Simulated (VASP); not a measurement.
# Fe (Im-3m) in VASP: notebook

The runs below take Fe through single point, with PBE+U.

All numbers are computed with VASP 6.6.1; they aren't measurements. Logs are shortened: lines on timing, memory, paths and dates and some standing lists are left out, and cuts for length are marked.

## (1) The cell of the first run

The structure is cubic, space group Im-3m (No. 229). The conventional cell has a = 2.861 Å, b = 2.861 Å, c = 2.861 Å, α = 90.00°, β = 90.00°, γ = 90.00°. Fe (site symmetry m-3m) has 14 Fe at 2.48 to 2.86 Å within 3.3 Å.

## (2) Single point, PBE+U, collinear spin, ferromagnetic start

File INCAR:

```
SYSTEM = Fe
PREC = Accurate ; ENCUT = 690
EDIFF = 1E-6 ; ISMEAR = -1
SIGMA = 0.05 ; LREAL = .False.
LASPH = .True. ; NELM = 200
ALGO = Normal ; ISIF = 2
LWAVE = .False. ; LCHARG = .True.
ISPIN = 2 ; MAGMOM = 0.61
LORBIT = 11 ; NUPDOWN = 0.61
LMAXMIX = 4 ; LDAU = .True.
LDAUTYPE = 2 ; LDAUL = 2
LDAUU = 5.3 ; LDAUJ = 0
LDAUPRINT = 1 ; GGA = PE
LELF = .True. ; LVHAR = .True.
NBANDS = 18 ; GGA_COMPAT = .False.
```

File KPOINTS:

```
Automatic mesh
0
Gamma
  12 12 12
  0 0 0
```

File POSCAR:

```
Fe
1.0
   -1.4304000000      1.4304000000      1.4304000000
    1.4304000000     -1.4304000000      1.4304000000
    1.4304000000      1.4304000000     -1.4304000000
Fe
1
Direct
    0.0000000000      0.0000000000      0.0000000000
```

Potentials or basis: VASP PAW PBE potentials, release 64 (Fe_sv).

Started as:

```sh
> cat potpaw_PBE.64/Fe_sv/POTCAR > POTCAR
> mpirun -np 1 vasp_std > vasp.out
```

OUTCAR:

```text
SYSTEM = Fe
   PREC = Accurate
   ENCUT = 690
   EDIFF = 1E-6
   ISMEAR = -1
   LREAL = .False.
   LASPH = .True.
   NELM = 200
   ISIF = 2
   ISPIN = 2
   LORBIT = 11
   NUPDOWN = 0.61
   GGA = PE

 ion  position               nearest neighbor table
   1  0.000  0.000  0.000-

  LATTYP: Found a body centered cubic cell.
 ALAT       =     2.8608000000

  Lattice vectors:

 A1 = (  -1.4304000000,   1.4304000000,   1.4304000000)
 A2 = (   1.4304000000,  -1.4304000000,   1.4304000000)
 A3 = (   1.4304000000,   1.4304000000,  -1.4304000000)

Analysis of symmetry for initial positions (statically):
=====================================================================
 Subroutine PRICEL returns:
 Original cell was already a primitive cell.

 Routine SETGRP: Setting up the symmetry group for a
 body centered cubic supercell.

 Subroutine GETGRP returns: Found 48 space group operations
 (whereof 48 operations were pure point group operations)
 out of a pool of 48 trial point group operations.

The static configuration has the point symmetry O_h .

Analysis of symmetry for dynamics (positions and initial velocities):
=====================================================================
 Subroutine PRICEL returns:
 Original cell was already a primitive cell.

 Routine SETGRP: Setting up the symmetry group for a
 body centered cubic supercell.

 Subroutine GETGRP returns: Found 48 space group operations
 (whereof 48 operations were pure point group operations)
 out of a pool of 48 trial point group operations.

The dynamic configuration has the point symmetry O_h .

Analysis of structural, dynamic, and magnetic symmetry:
=====================================================================
 Subroutine PRICEL returns:
 Original cell was already a primitive cell.

 Routine SETGRP: Setting up the symmetry group for a
 body centered cubic supercell.

 Subroutine GETGRP returns: Found 48 space group operations
[... 154 lines left out ...]

spin component  2

  0.7649 -0.0000 -0.0000  0.0000  0.0000
 -0.0000  0.7649 -0.0000 -0.0000 -0.0000
 -0.0000 -0.0000  0.0993 -0.0000 -0.0000
  0.0000 -0.0000 -0.0000  0.7649  0.0000
  0.0000 -0.0000 -0.0000  0.0000  0.0993

 occupancies and eigenvectors

  o =  0.0993  v =  0.0000  0.0000  0.0000  0.0000  0.0000  0.0000 -0.0000  0.0154 -0.0000  0.9999      0.0000  0.0000  0.0000  0.0000  0.0000  0.0000  0.0000  0.0000  0.0000  0.0000
  o =  0.0993  v =  0.0000  0.0000  0.0000  0.0000  0.0000  0.0000 -0.0000  0.9999  0.0000 -0.0154      0.0000  0.0000  0.0000  0.0000  0.0000  0.0000  0.0000  0.0000  0.0000  0.0000
  o =  0.4755  v =  1.0000  0.0000  0.0000  0.0000  0.0000  0.0000  0.0000  0.0000  0.0000  0.0000      0.0000  0.0000  0.0000  0.0000  0.0000  0.0000  0.0000  0.0000  0.0000  0.0000
  o =  0.4755  v =  0.0000 -0.8515  0.0000 -0.5243 -0.0000  0.0000  0.0000  0.0000  0.0000  0.0000      0.0000  0.0000  0.0000  0.0000  0.0000  0.0000  0.0000  0.0000  0.0000  0.0000
  o =  0.4755  v =  0.0000 -0.5243  0.0000  0.8515 -0.0000  0.0000  0.0000  0.0000  0.0000  0.0000      0.0000  0.0000  0.0000  0.0000  0.0000  0.0000  0.0000  0.0000  0.0000  0.0000
  o =  0.7649  v =  0.0000  0.0000  0.0000  0.0000  0.0000  0.0000 -0.8687 -0.0000  0.4954  0.0000      0.0000  0.0000  0.0000  0.0000  0.0000  0.0000  0.0000  0.0000  0.0000  0.0000
  o =  0.7649  v =  0.0000  0.0000  0.0000  0.0000  0.0000  1.0000  0.0000  0.0000  0.0000  0.0000      0.0000  0.0000  0.0000  0.0000  0.0000  0.0000  0.0000  0.0000  0.0000  0.0000
  o =  0.7649  v =  0.0000  0.0000  0.0000  0.0000  0.0000  0.0000 -0.4954 -0.0000 -0.8687 -0.0000      0.0000  0.0000  0.0000  0.0000  0.0000  0.0000  0.0000  0.0000  0.0000  0.0000
  o =  0.8504  v =  0.0000 -0.0000 -0.9998  0.0000  0.0192  0.0000  0.0000  0.0000  0.0000  0.0000      0.0000  0.0000  0.0000  0.0000  0.0000  0.0000  0.0000  0.0000  0.0000  0.0000
  o =  0.8504  v =  0.0000 -0.0000  0.0192 -0.0000  0.9998  0.0000  0.0000  0.0000  0.0000  0.0000      0.0000  0.0000  0.0000  0.0000  0.0000  0.0000  0.0000  0.0000  0.0000  0.0000

 number of electron      15.9999995 magnetization       0.6100001

 Free energy of the ion-electron system (eV)
  ---------------------------------------------------
  ext. energy  EPLUGINS =         0.00000000
  ---------------------------------------------------
  free energy    TOTEN  =        -2.43356132 eV

  energy without entropy =       -2.41926121  energy(sigma->0) =       -2.42641127

 E-fermi :  12.1346     XC(G=0): -13.4832

 val. band max:       12.0905212787   @ k =   0.2500   0.1667   0.0000
 cond. band min:      11.4701400301   @ k =  -0.3333   0.3333   0.0833
 fundamental gap:     -0.6203812486
 Fermi energy:        11.4624113781

 spin component 1

 k-point     1 :       0.0000    0.0000    0.0000
  band No.  band energies     occupation
      1     -75.0340      1.00000
      2     -40.8859      1.00000
      3     -40.8859      1.00000
      4     -40.8859      1.00000
      5       3.3775      1.00000
      6       9.4481      1.00000
[... 1001 lines left out ...]
     17      49.9909      0.00000
     18      52.0442      0.00000

 [... further k-points ...]

------------------------ aborting loop because EDIFF is reached ----------------------------------------

  FORCE on cell =-STRESS in cart. coord.  units (eV):
  Direction    XX          YY          ZZ          XY          YZ          ZX
  --------------------------------------------------------------------------------------
  -------------------------------------------------------------------------------------
  Total        0.6131089      0.6131089      0.6131089     -0.0000000     -0.0000000     -0.0000000
  in kB       83.9103848     83.9103848     83.9103848     -0.0000000     -0.0000000     -0.0000000
  external PRESSURE =      83.9103848 kB  Pullay stress =       0.0000000 kB

 VOLUME and BASIS-vectors are now :
 -----------------------------------------------------------------------------
  energy-cutoff  :      690.00
  volume of cell :       11.71
      direct lattice vectors                 reciprocal lattice vectors
    -1.430400000  1.430400000  1.430400000     0.000000000  0.349552573  0.349552573
     1.430400000 -1.430400000  1.430400000     0.349552573  0.000000000  0.349552573
     1.430400000  1.430400000 -1.430400000     0.349552573  0.349552573  0.000000000

 POSITION                                       TOTAL-FORCE (eV/Angst)
 -----------------------------------------------------------------------------------
      0.00000      0.00000      0.00000        -0.000000     -0.000000     -0.000000
 -----------------------------------------------------------------------------------
    total drift:                               -0.000000      0.000000      0.000000

  FREE ENERGIE OF THE ION-ELECTRON SYSTEM (eV)
  ---------------------------------------------------
  free  energy   TOTEN  =        -2.4335613229 eV

  energy  without entropy=       -2.4192612098  energy(sigma->0) =       -2.42641127

 total charge

# of ion       s       p       d       tot
------------------------------------------
    1        2.187   6.029   5.591  13.807

 magnetization (x)

# of ion       s       p       d       tot
------------------------------------------
    1        0.004  -0.013   0.632   0.622
```

stdout:

```text
POSCAR found type information on POSCAR Fe
 POSCAR found :  1 types and       1 ions
 scaLAPACK will be used
 LDA part: xc-table for (Slater+PW92), standard interpolation
 POSCAR, INCAR and KPOINTS ok, starting setup
 FFT: planning ... GRIDC
 FFT: planning ... GRID_SOFT
 FFT: planning ... GRID
 WAVECAR not read
 entering main loop
```

It took 38 s on 1 thread of AMD EPYC 9R45 (Zen 5), shared host; peak memory 0.14 GiB.

What came out:

```yaml
Free_energy: -2.4336 eV
Pressure: 8.4 GPa
Net_moment: 0.61 μB per cell
Site_moments: Fe +0.62 μB
Valence_electrons_inside_the_program's_atomic_spheres: Fe 13.81
```

Eigenvalues of the final occupation matrices:
```csv
site,spin,trace,eigenvalues
site 1 d,1,3.13,0.48 0.48 0.48 0.85 0.85
site 1 d,2,2.49,0.10 0.10 0.76 0.76 0.76
```

Caveat: the cell stands under pressure; the total moment is fixed, so each spin has its own Fermi level and the state may be an excited one; the U is typed as a test and isn't derived for this compound.

## (3) Single point, PBE+U, collinear spin, ferromagnetic start

File INCAR:

```
SYSTEM = Fe
  ALGO = Normal
  EDIFF = 1E-6
  ENCUT = 690
  GGA = PE
  GGA_COMPAT = .False.
  ISIF = 2
  ISMEAR = -1
  ISPIN = 2
  LASPH = .True.
  LCHARG = .False.
  LDAU = .True.
  LDAUJ = 0
  LDAUL = 2
  LDAUPRINT = 1
  LDAUTYPE = 2
  LDAUU = 5.3
  LMAXMIX = 4
  LORBIT = 11
  LREAL = .False.
  LWAVE = .False.
  MAGMOM = 2.45
  NBANDS = 18
  NELM = 200
  NUPDOWN = 2.45
  PREC = Accurate
  SIGMA = 0.05
```

File KPOINTS:

```
k-points
0
Gamma
  12 12 12
  0 0 0
```

POSCAR is that of step 2.

Potentials or basis: VASP PAW PBE potentials, release 64 (Fe_sv).

Started as:

```sh
> cat potpaw_PBE.64/Fe_sv/POTCAR > POTCAR
> mpirun -np 1 vasp_std > vasp.out
```

It took 15 s on 1 thread of Intel Xeon 6975P-C (Granite Rapids), shared host; peak memory 0.17 GiB.

It converged, with:

| Item | Value |
| --- | --- |
| Free energy | -3.7979 eV |
| Pressure | 8.3 GPa |
| Net moment | 2.45 μB per cell |
| Site moments | Fe +2.79 μB |
| Valence electrons inside the program's atomic spheres | Fe 13.78 |

Eigenvalues of the final occupation matrices:
```csv
site,spin,trace,eigenvalues
site 1 d,1,4.23,0.83 0.83 0.83 0.86 0.86
site 1 d,2,1.37,0.14 0.14 0.36 0.36 0.36
```

Caveat: the cell stands under pressure; the total moment is fixed, so each spin has its own Fermi level and the state may be an excited one; the U is typed as a test and isn't derived for this compound. The state reached can hang on the start; a lower one may exist.

## (4) Single point, PBE+U, collinear spin, ferromagnetic start

File INCAR:

```
  PREC = Accurate
  ENCUT = 690
  EDIFF = 1E-6
  ISMEAR = -1
  SIGMA = 0.05
  LREAL = F
  LASPH = T
  NELM = 200
  ALGO = Normal
  ISIF = 2
  LWAVE = F
  LCHARG = F
  ISPIN = 2
  MAGMOM = 3.68
  LORBIT = 11
  NUPDOWN = 3.68
  LMAXMIX = 4
  LDAU = T
  LDAUTYPE = 2
  LDAUL = 2
  LDAUU = 5.3
  LDAUJ = 0
  LDAUPRINT = 1
  GGA = PE
  NBANDS = 18
  GGA_COMPAT = F
```

File KPOINTS:

```
regular mesh
0
Gamma
  12 12 12
```

POSCAR is that of step 3.

Started as:

```sh
> cat potpaw_PBE.64/Fe_sv/POTCAR > POTCAR
> mpirun -np 1 vasp_std > vasp.out
```

Wall time 29 s (1 thread of Intel Xeon Platinum 8488C (Sapphire Rapids), shared host); peak memory 0.17 GiB.

It converged, with:

- Free energy: -3.5534 eV
- Pressure: 48.5 GPa
- Net moment: 3.68 μB per cell
- Site moments: Fe +3.59 μB
- Valence electrons inside the program's atomic spheres: Fe 13.65

Eigenvalues of the final occupation matrices:
| site | spin | trace | eigenvalues |
| --- | --- | --- | --- |
| site 1 d | 1 | 4.47 | 0.89 0.89 0.89 0.90 0.90 |
| site 1 d | 2 | 0.91 | 0.17 0.17 0.19 0.19 0.19 |

Caveat: the cell stands under pressure; the total moment is fixed, so each spin has its own Fermi level and the state may be an excited one; the U is typed as a test and isn't derived for this compound.

## (5) Single point, PBE+U, collinear spin, ferromagnetic start

INCAR, as its differences from that of step 4:

```diff
@@ -13,5 +13,5 @@
   ISPIN = 2
-  MAGMOM = 3.68
+  MAGMOM = 4.29
   LORBIT = 11
-  NUPDOWN = 3.68
+  NUPDOWN = 4.29
   LMAXMIX = 4
```

KPOINTS is that of step 4.

POSCAR is that of step 4.

Started as:

```sh
> cat potpaw_PBE.64/Fe_sv/POTCAR > POTCAR
> mpirun -np 1 vasp_std > vasp.out
```

It took 40 s on 1 thread of AMD EPYC 7R13 (Zen 3), shared host; peak memory 0.14 GiB.

The run converged. Its results:

```
Free energy                                           : -2.0983 eV
Pressure                                              : 83.5 GPa
Net moment                                            : 4.29 μB per cell
Site moments                                          : Fe +3.90 μB
Valence electrons inside the program's atomic spheres : Fe 13.60
```

Eigenvalues of the final occupation matrices:
| site | spin | trace | eigenvalues |
| --- | --- | --- | --- |
| site 1 d | 1 | 4.55 | 0.91 0.91 0.91 0.92 0.92 |
| site 1 d | 2 | 0.74 | 0.12 0.12 0.12 0.18 0.18 |

Caveat: the cell stands under pressure; the total moment is fixed, so each spin has its own Fermi level and the state may be an excited one; the U is typed as a test and isn't derived for this compound.

## (6) Overview

| fixed moment (μB) | pressure (GPa) | moment (μB) |
| --- | --- | --- |
| 0.61 | 8.4 | 0.61 |
| 2.45 | 8.3 | 2.45 |
| 3.68 | 48.5 | 3.68 |
| 4.29 | 83.5 | 4.29 |

Alike in all rows: task single point; level PBE+U; potentials or basis VASP PAW PBE potentials, release 64 (Fe_sv); spin collinear, ferromagnetic start; Fe d U = 5.3 eV; cell as given; k mesh 12 × 12 × 12; cutoff (eV) 690; smearing fermi-dirac 0.05 eV.

Caveats: the cell stands under pressure; the total moment is fixed, so each spin has its own Fermi level and the state may be an excited one; the U is typed as a test and isn't derived for this compound.

Total energies depend on the potentials used, so only differences within one code and one set of settings carry meaning.
